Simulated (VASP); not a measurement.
# Lu (Fm-3m) in VASP: a series of runs

The runs below take Lu through single point, with RPBE.

Everything below comes from runs of VASP 6.6.1. Logs are shortened: lines on timing, memory, paths and dates and some standing lists are left out, and cuts for length are marked.

### 1 The cell of the first run

Symmetry: Fm-3m, No. 225, cubic system. Conventional cell: a = 4.758 Å, b = 4.758 Å, c = 4.758 Å, α = 90.00°, β = 90.00°, γ = 90.00°. Within 4.4 Å of Lu (site symmetry m-3m) lie 12 Lu at 3.36 Å.

This isn't the form of Lu at room conditions, which is hcp.

### 2 Single point, RPBE (26.93 Å³/atom)

Contents of INCAR:

```
ALGO     = Normal         # electronic algorithm
EDIFF    = 1E-7           # SCF threshold, eV
ENCUT    = 520            # plane-wave cutoff, eV
GGA      = RP             # functional
ISIF     = 2              # what is computed and relaxed
ISMEAR   = -1             # smearing method
LASPH    = True           # aspherical terms in the spheres
LCHARG   = False          # write CHGCAR
LREAL    = False          # projectors in reciprocal space
LWAVE    = False          # write WAVECAR
NBANDS   = 18             # bands
NELM     = 60             # most SCF steps
PREC     = Accurate       # precision mode
SIGMA    = 0.1            # smearing width, eV
```

Contents of KPOINTS:

```
k-points
0
Gamma
  12 12 12
```

Contents of POSCAR:

```
Lu
1.0
    0.0000000000      2.3789623646      2.3789623646
    2.3789623646      0.0000000000      2.3789623646
    2.3789623646      2.3789623646      0.0000000000
Lu
1
Direct
    0.0000000000      0.0000000000      0.0000000000
```

Potentials or basis: VASP PAW PBE potentials, release 64 (Lu).

Launch:

```
cat potpaw_PBE.64/Lu/POTCAR > POTCAR
mpirun -np 1 vasp_std > vasp.out
```

OUTCAR:

```text
EDIFF = 1E-7
   ENCUT = 520
   GGA = RP
   ISIF = 2
   ISMEAR = -1
   LASPH = True
   LREAL = False
   NELM = 60
   PREC = Accurate

 ion  position               nearest neighbor table
   1  0.000  0.000  0.000-

  LATTYP: Found a face centered cubic cell.
 ALAT       =     4.7579247292

  Lattice vectors:

 A1 = (   0.0000000000,   2.3789623646,   2.3789623646)
 A2 = (   2.3789623646,   0.0000000000,   2.3789623646)
 A3 = (   2.3789623646,   2.3789623646,   0.0000000000)

Analysis of symmetry for initial positions (statically):
=====================================================================
 Subroutine PRICEL returns:
 Original cell was already a primitive cell.

 Routine SETGRP: Setting up the symmetry group for a
 face centered cubic supercell.

 Subroutine GETGRP returns: Found 48 space group operations
 (whereof 48 operations were pure point group operations)
 out of a pool of 48 trial point group operations.

The static configuration has the point symmetry O_h .

Analysis of symmetry for dynamics (positions and initial velocities):
=====================================================================
 Subroutine PRICEL returns:
 Original cell was already a primitive cell.

 Routine SETGRP: Setting up the symmetry group for a
 face centered cubic supercell.

 Subroutine GETGRP returns: Found 48 space group operations
 (whereof 48 operations were pure point group operations)
 out of a pool of 48 trial point group operations.

The dynamic configuration has the point symmetry O_h .

 Subroutine INISYM returns: Found 48 space group operations
 (whereof 48 operations are pure point group operations),
 and found     1 'primitive' translations

----------------------------------------------------------------------------------------

                                     Primitive cell

  volume of cell :      26.9273

  direct lattice vectors                    reciprocal lattice vectors
     0.000000000  2.378962365  2.378962365    -0.210175666  0.210175666  0.210175666
     2.378962365  0.000000000  2.378962365     0.210175666 -0.210175666  0.210175666
     2.378962365  2.378962365  0.000000000     0.210175666  0.210175666 -0.210175666

  length of vectors
     3.364360840  3.364360840  3.364360840     0.364034932  0.364034932  0.364034932

  position of ions in fractional coordinates (direct lattice)
     0.000000000  0.000000000  0.000000000

  ion indices of the primitive-cell ions
   primitive index   ion index
                 1           1

----------------------------------------------------------------------------------------

 KPOINTS: k-points

Automatic generation of k-mesh.
 Grid dimensions read from file:
 generate k-points for:   12   12   12

 Generating k-lattice:

  Cartesian coordinates                     Fractional coordinates (reciprocal lattice)
    -0.017514639  0.017514639  0.017514639     0.083333333  0.000000000  0.000000000
     0.017514639 -0.017514639  0.017514639     0.000000000  0.083333333  0.000000000
     0.017514639  0.017514639 -0.017514639     0.000000000  0.000000000  0.083333333

  Length of vectors
     0.030336244  0.030336244  0.030336244

  Shift w.r.t. Gamma in fractional coordinates (k-lattice)
     0.000000000  0.000000000  0.000000000

 Subroutine IBZKPT returns following result:
 ===========================================

 Found     72 irreducible k-points:

 Following reciprocal coordinates:
            Coordinates               Weight
  0.000000  0.000000  0.000000      1.000000
  0.083333  0.000000  0.000000      8.000000
  0.166667  0.000000  0.000000      8.000000
  0.250000  0.000000  0.000000      8.000000
  0.333333  0.000000  0.000000      8.000000
  0.416667  0.000000  0.000000      8.000000
[... 16 lines left out ...]
  0.500000  0.166667  0.000000     24.000000
 -0.416667  0.166667  0.000000     24.000000
 [... further k-points ...]
   k-points           NKPTS =     72   k-points in BZ     NKDIM =     72   number of bands    NBANDS=     18
   number of dos      NEDOS =    301   number of ions     NIONS =      1
   total plane-waves  NPLWV =  21952
   dimension x,y,z NGX =    28 NGY =   28 NGZ =   28
   dimension x,y,z NGXF=    56 NGYF=   56 NGZF=   56
   ions per type =               1
   NGX,Y,Z   is equivalent  to a cutoff of  13.84, 13.84, 13.84 a.u.
   NGXF,Y,Z  is equivalent  to a cutoff of  27.67, 27.67, 27.67 a.u.
 SYSTEM =  unknown system
   PREC   = accura    normal or accurate (medium, high low for compatibility)
   ISTART =      0    job   : 0-new  1-cont  2-samecut
   ICHARG =      2    charge: 1-file 2-atom 10-const
   ISPIN  =      1    spin polarized calculation?
   LNONCOLLINEAR =      F non collinear calculations
   LSORBIT =      F    spin-orbit coupling
   LASPH  =      T    aspherical Exc in radial PAW
   ENCUT  =  520.0 eV  38.22 Ry    6.18 a.u.   6.26  6.26  6.26*2*pi/ulx,y,z
   NELM   =     60;   NELMIN=  2; NELMDL= -5     # of ELM steps
[... 86 lines left out ...]
      6      -2.1842      2.00000
[... 10 lines left out ...]
     17       7.4020      0.00000
     18      14.2033      0.00000

 k-point     4 :       0.2500    0.0000    0.0000
  band No.  band energies     occupation
      1     -53.3655      2.00000
      2     -24.0778      2.00000
      3     -23.7911      2.00000
      4     -23.7911      2.00000
      5      -2.1749      2.00000
      6      -2.1389      2.00000
[... 10 lines left out ...]
     17       7.6427      0.00000
     18      13.1483      0.00000

 k-point     5 :       0.3333    0.0000    0.0000
  band No.  band energies     occupation
      1     -53.3549      2.00000
      2     -24.2351      2.00000
      3     -23.8123      2.00000
      4     -23.8123      2.00000
      5      -2.1768      2.00000
      6      -2.1238      2.00000
[... 10 lines left out ...]
     17       8.3789      0.00000
     18      12.3096      0.00000

 k-point     6 :       0.4167    0.0000    0.0000
  band No.  band energies     occupation
      1     -53.3472      2.00000
      2     -24.3473      2.00000
      3     -23.8277      2.00000
      4     -23.8277      2.00000
      5      -2.1817      2.00000
      6      -2.1372      2.00000
[... 10 lines left out ...]
     17       9.2213      0.00000
     18      11.8247      0.00000

 k-point     7 :       0.5000    0.0000    0.0000
  band No.  band energies     occupation
      1     -53.3444      2.00000
      2     -24.3878      2.00000
      3     -23.8333      2.00000
      4     -23.8333      2.00000
      5      -2.1838      2.00000
      6      -2.1422      2.00000
[... 10 lines left out ...]
     17       9.6227      0.00000
     18      11.6882      0.00000

 k-point     8 :       0.0833    0.0833    0.0000
  band No.  band energies     occupation
      1     -53.3828      2.00000
      2     -23.7929      2.00000
      3     -23.7640      2.00000
      4     -23.7640      2.00000
      5      -3.2897      2.00000
      6      -2.1943      2.00000
[... 10 lines left out ...]
     17       7.8004      0.00000
     18      13.9382      0.00000
[... 229 lines left out ...]
     17       8.1105      0.00000
     18      15.6255      0.00000

 k-point    20 :       0.2500    0.1667    0.0000
  band No.  band energies     occupation
      1     -53.3646      2.00000
      2     -24.0149      2.00000
      3     -23.8333      2.00000
      4     -23.8295      2.00000
      5      -2.1622      2.00000
      6      -2.1389      2.00000
[... 10 lines left out ...]
     17       8.3559      0.00000
     18      15.2786      0.00000

 k-point    21 :       0.3333    0.1667    0.0000
  band No.  band energies     occupation
      1     -53.3550      2.00000
      2     -24.1446      2.00000
      3     -23.8591      2.00000
      4     -23.8564      2.00000
      5      -2.1558      2.00000
      6      -2.1299      2.00000
[... 10 lines left out ...]
     17       8.8804      0.00000
     18      14.0119      0.00000

 k-point    22 :       0.4167    0.1667    0.0000
  band No.  band energies     occupation
      1     -53.3463      2.00000
      2     -24.2570      2.00000
      3     -23.8956      2.00000
      4     -23.8698      2.00000
      5      -2.1604      2.00000
      6      -2.1306      2.00000
[... 10 lines left out ...]
     17       9.5291      0.00000
     18      12.4737      0.00000

 k-point    23 :       0.5000    0.1667    0.0000
  band No.  band energies     occupation
      1     -53.3409      2.00000
      2     -24.3231      2.00000
      3     -23.9296      2.00000
      4     -23.8699      2.00000
      5      -2.1646      2.00000
      6      -2.1434      2.00000
[... 10 lines left out ...]
     17       9.7059      0.00000
     18      11.2679      0.00000

 k-point    24 :      -0.4167    0.1667    0.0000
  band No.  band energies     occupation
      1     -53.3402      2.00000
      2     -24.3285      2.00000
      3     -23.9507      2.00000
      4     -23.8567      2.00000
      5      -2.1656      2.00000
      6      -2.1490      2.00000
[... 10 lines left out ...]
     17       9.9640      0.00000
     18      11.3630      0.00000

 [... further k-points ...]

------------------------ aborting loop because EDIFF is reached ----------------------------------------

  FORCE on cell =-STRESS in cart. coord.  units (eV):
  Direction    XX          YY          ZZ          XY          YZ          ZX
  --------------------------------------------------------------------------------------
  -------------------------------------------------------------------------------------
  Total        1.0446370      1.0446370      1.0446370      0.0000000      0.0000000     -0.0000000
  in kB       62.1560329     62.1560329     62.1560329      0.0000000      0.0000000     -0.0000000
  external PRESSURE =      62.1560329 kB  Pullay stress =       0.0000000 kB

 VOLUME and BASIS-vectors are now :
 -----------------------------------------------------------------------------
  energy-cutoff  :      520.00
  volume of cell :       26.93
      direct lattice vectors                 reciprocal lattice vectors
     0.000000000  2.378962365  2.378962365    -0.210175666  0.210175666  0.210175666
     2.378962365  0.000000000  2.378962365     0.210175666 -0.210175666  0.210175666
     2.378962365  2.378962365  0.000000000     0.210175666  0.210175666 -0.210175666

 POSITION                                       TOTAL-FORCE (eV/Angst)
 -----------------------------------------------------------------------------------
      0.00000      0.00000      0.00000        -0.000000     -0.000000      0.000000
 -----------------------------------------------------------------------------------
    total drift:                               -0.000000     -0.000000     -0.000000

  FREE ENERGIE OF THE ION-ELECTRON SYSTEM (eV)
  ---------------------------------------------------
  free  energy   TOTEN  =        -4.1026215506 eV

  energy  without entropy=       -4.0563707666  energy(sigma->0) =       -4.07949616
```

Wall time 95 s (1 thread of AMD EPYC 7R13, shared host); peak memory 0.16 GiB.

What came out:

| Property | Result |
| --- | --- |
| Free energy | -4.1026 eV |
| Pressure | 6.2 GPa |
| Band gap on the k mesh | zero (an odd number of electrons rules out a gap without spin polarisation) |

Levels at points of the mesh, in eV from the Fermi level:
| k point | band 8 | band 9 | band 10 | band 11 | band 12 | band 13 | band 14 | band 15 | band 16 | band 17 |
| --- | --- | --- | --- | --- | --- | --- | --- | --- | --- | --- |
| (0.00, 0.00, 0.00) | -4.85 | -4.85 | -4.75 | -4.75 | -4.75 | 2.36 | 2.36 | 2.36 | 4.98 | 4.98 |
| (0.50, 0.00, 0.00) | -4.80 | -4.78 | -4.78 | -4.75 | -2.70 | 0.50 | 2.12 | 2.12 | 6.91 | 6.91 |
| (0.50, 0.50, 0.00) | -4.82 | -4.79 | -4.79 | -4.78 | -2.23 | -0.97 | 2.24 | 6.94 | 7.48 | 7.48 |

Caveat: the cell stands under pressure; the PAW data sets were made with another functional, which shifts forces and pressure a little; spin-orbit coupling is left out, which moves the levels of the heavy elements.

### 3 Single point, RPBE (28.15 Å³/atom)

This run uses another cell than the first one, of 28.15 Å³/atom.

Contents of INCAR:

```
SYSTEM = Lu
PREC = Accurate
ENCUT = 520
EDIFF = 1E-7
ISMEAR = -1
SIGMA = 0.1
LREAL = .False.
LASPH = .True.
NELM = 80
ALGO = Normal
ISIF = 2
LWAVE = .False.
LCHARG = .True.
GGA = RP
LELF = .True.
LVHAR = .True.
NBANDS = 18
```

Contents of KPOINTS:

```
regular mesh
0
Gamma
  12 12 12
  0 0 0
```

Contents of POSCAR:

```
Lu
1.0
    0.0000000000      2.4144745011      2.4144745011
    2.4144745011      0.0000000000      2.4144745011
    2.4144745011      2.4144745011      0.0000000000
Lu
1
Direct
    0.0000000000      0.0000000000      0.0000000000
```

Potentials or basis: VASP PAW PBE potentials, release 64 (Lu).

Launch:

```
cat potpaw_PBE.64/Lu/POTCAR > POTCAR
mpirun -np 1 vasp_std > vasp.out
```

Wall time 80 s (1 thread of AMD EPYC 7R13, shared host); peak memory 0.16 GiB.

Results (log left out):

```yaml
Free_energy: -4.1414 eV
Pressure: 3.8 GPa
Band_gap_on_the_k_mesh: zero (an odd number of electrons rules out a gap without spin polarisation)
```

Levels at points of the mesh, in eV from the Fermi level:
```
           k point  band 8  band 9  band 10  band 11  band 12  band 13  band 14  band 15  band 16  band 17
(0.00, 0.00, 0.00)   -4.92   -4.92    -4.83    -4.83    -4.83     2.32     2.32     2.32     4.81     4.81
(0.50, 0.00, 0.00)   -4.88   -4.85    -4.85    -4.83    -2.63     0.36     2.10     2.10     6.63     6.63
(0.50, 0.50, 0.00)   -4.89   -4.87    -4.87    -4.86    -2.11    -0.87     2.02     6.66     7.17     7.17
```

Caveat: the cell stands under pressure; the PAW data sets were made with another functional, which shifts forces and pressure a little; spin-orbit coupling is left out, which moves the levels of the heavy elements.

### 4 Single point, RPBE (29.38 Å³/atom)

This run uses another cell than the first one, of 29.38 Å³/atom.

Contents of INCAR:

```
PREC = Accurate ; ENCUT = 520
EDIFF = 1E-7 ; ISMEAR = -1
SIGMA = 0.1 ; LREAL = F
LASPH = T ; NELM = 80
ALGO = Normal ; ISIF = 2
LWAVE = F ; LCHARG = F
GGA = RP ; NBANDS = 18
```

Contents of KPOINTS:

```
Automatic mesh
0
Gamma
  12 12 12
```

Contents of POSCAR:

```
Lu
1.0
    0.0000000000      2.4489716547      2.4489716547
    2.4489716547      0.0000000000      2.4489716547
    2.4489716547      2.4489716547      0.0000000000
Lu
1
Direct
    0.0000000000      0.0000000000      0.0000000000
```

Launch:

```
cat potpaw_PBE.64/Lu/POTCAR > POTCAR
mpirun -np 1 vasp_std > vasp.out
```

Wall time 91 s (1 thread of AMD EPYC 7R13, shared host); peak memory 0.16 GiB.

The run converged. Its results:

```
Free energy            : -4.1633 eV
Pressure               : 1.8 GPa
Band gap on the k mesh : zero (an odd number of electrons rules out a gap without spin polarisation)
```

Levels at points of the mesh, in eV from the Fermi level:
```csv
k point,band 8,band 9,band 10,band 11,band 12,band 13,band 14,band 15,band 16,band 17
"(0.00, 0.00, 0.00)",-4.99,-4.99,-4.92,-4.92,-4.92,2.28,2.28,2.28,4.64,4.64
"(0.50, 0.00, 0.00)",-4.95,-4.93,-4.93,-4.91,-2.56,0.25,2.07,2.07,6.38,6.38
"(0.50, 0.50, 0.00)",-4.97,-4.95,-4.95,-4.94,-1.99,-0.78,1.83,6.40,6.88,6.88
```

Caveat: the PAW data sets were made with another functional, which shifts forces and pressure a little; spin-orbit coupling is left out, which moves the levels of the heavy elements.

### 5 Single point, RPBE (30.60 Å³/atom)

This run uses another cell than the first one, of 30.60 Å³/atom.

Contents of INCAR:

```
SYSTEM = Lu
PREC = Accurate ; ENCUT = 520
EDIFF = 1E-6 ; ISMEAR = -1
SIGMA = 0.1 ; LREAL = .False.
LASPH = .True. ; NELM = 100
ALGO = Normal ; ISIF = 2
LWAVE = .False. ; LCHARG = .False.
GGA = RP ; NBANDS = 18
```

Contents of KPOINTS:

```
regular mesh
0
Gamma
  12 12 12
  0 0 0
```

Contents of POSCAR:

```
Lu
1.0
    0.0000000000      2.4825233809      2.4825233809
    2.4825233809      0.0000000000      2.4825233809
    2.4825233809      2.4825233809      0.0000000000
Lu
1
Direct
    0.0000000000      0.0000000000      0.0000000000
```

Launch:

```
cat potpaw_PBE.64/Lu/POTCAR > POTCAR
mpirun -np 1 vasp_std > vasp.out
```

Wall time 76 s (1 thread of AMD EPYC 7R13, shared host); peak memory 0.17 GiB.

Results (log left out):

| Quantity | Value |
| --- | --- |
| Free energy | -4.1710 eV |
| Pressure | 0.1 GPa |
| Band gap on the k mesh | zero (an odd number of electrons rules out a gap without spin polarisation) |

Levels at points of the mesh, in eV from the Fermi level:
```
           k point  band 9  band 10  band 11  band 12  band 13  band 14  band 15  band 16
(0.00, 0.00, 0.00)   -5.07    -5.00    -5.00    -5.00     2.23     2.23     2.23     4.49
(0.50, 0.00, 0.00)   -5.02    -5.02    -5.00    -2.50     0.15     2.04     2.04     6.13
(0.50, 0.50, 0.00)   -5.03    -5.03    -5.02    -1.89    -0.69     1.67     6.16     6.61
```

Caveat: the PAW data sets were made with another functional, which shifts forces and pressure a little; spin-orbit coupling is left out, which moves the levels of the heavy elements.

### 6 The runs side by side

```csv
cell,gap on the mesh (eV),pressure (GPa)
"a = 3.364 Å, angles 60.0°, 1 atom",none,6.2
"a = 3.415 Å, angles 60.0°, 1 atom",none,3.8
"a = 3.463 Å, angles 60.0°, 1 atom",none,1.8
"a = 3.511 Å, angles 60.0°, 1 atom",none,0.1
```

Alike in all rows: task single point; level RPBE; potentials or basis VASP PAW PBE potentials, release 64 (Lu); no spin polarisation; k mesh 12 × 12 × 12; cutoff (eV) 520; smearing fermi-dirac 0.1 eV.

Caveats: the PAW data sets were made with another functional, which shifts forces and pressure a little; spin-orbit coupling is left out, which moves the levels of the heavy elements; the cell stands under pressure (at least some runs).

Absolute energies hang on the potentials; compare differences alone.
